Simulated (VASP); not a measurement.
Wanted: the native input for a VASP 6.6.1 run.

| Item | Value |
| --- | --- |
| Task | single point |
| Functional | PBE |
| Potentials or basis | VASP PAW PBE potentials, release 64 (C, Ta_pv) |
| Cutoff | 520 eV |
| k mesh | 12 × 12 × 1 |
| Occupations | gaussian, width 0.1 eV |
| Spin | no spin polarisation |
| Dipole correction | yes |
| Further INCAR settings | ALGO = Normal; EDIFF = 1e-07; NBANDS = 40 |

The structure of TaC lies in POSCAR:

```
TaC
1.0
    3.1644852995      0.0000000000      0.0000000000
   -1.5822426497      2.7405246593      0.0000000000
    0.0000000000      0.0000000000     24.0432699960
C Ta
4 4
Direct
    0.3333333333      0.6666666667      0.3119376025
    0.0000000000      0.0000000000      0.4194018297
    0.6666666667      0.3333333333      0.5268660568
    0.3333333333      0.6666666667      0.6343302839
    0.6666666667      0.3333333333      0.3656697161
    0.3333333333      0.6666666667      0.4731339432
    0.0000000000      0.0000000000      0.5805981703
    0.6666666667      0.3333333333      0.6880623975
```

The input as run:

INCAR

```
SYSTEM = TaC
PREC = Accurate
ENCUT = 520
EDIFF = 1E-7
ISMEAR = 0
SIGMA = 0.1
LREAL = .FALSE.
LASPH = .TRUE.
NELM = 60
ALGO = Normal
ISIF = 2
LWAVE = .FALSE.
LCHARG = .FALSE.
LDIPOL = .TRUE.
IDIPOL = 3
DIPOL = 0.5 0.5 0.500
GGA = PE
NBANDS = 40
```

KPOINTS

```
regular mesh
0
G
  12 12 1
  0 0 0
```

Potentials or basis: VASP PAW PBE potentials, release 64 (C, Ta_pv).

Command:

```sh
$ cat potpaw_PBE.64/C/POTCAR potpaw_PBE.64/Ta_pv/POTCAR > POTCAR
$ mpirun -np 1 vasp_std > vasp.out
```

Results of the run:

The largest force is 3.492 eV/Å and the band gap on the k mesh is zero (band 30 reaches 0.25 eV, above the bottom of band 31 at 0.05 eV).

Caveat: spin-orbit coupling is left out, which moves the levels of the heavy elements.

It took 4.6 min on 1 thread of Intel(R) Xeon(R) Platinum 8488C (Sapphire Rapids), with other jobs on the host, peak memory 0.39 GiB.
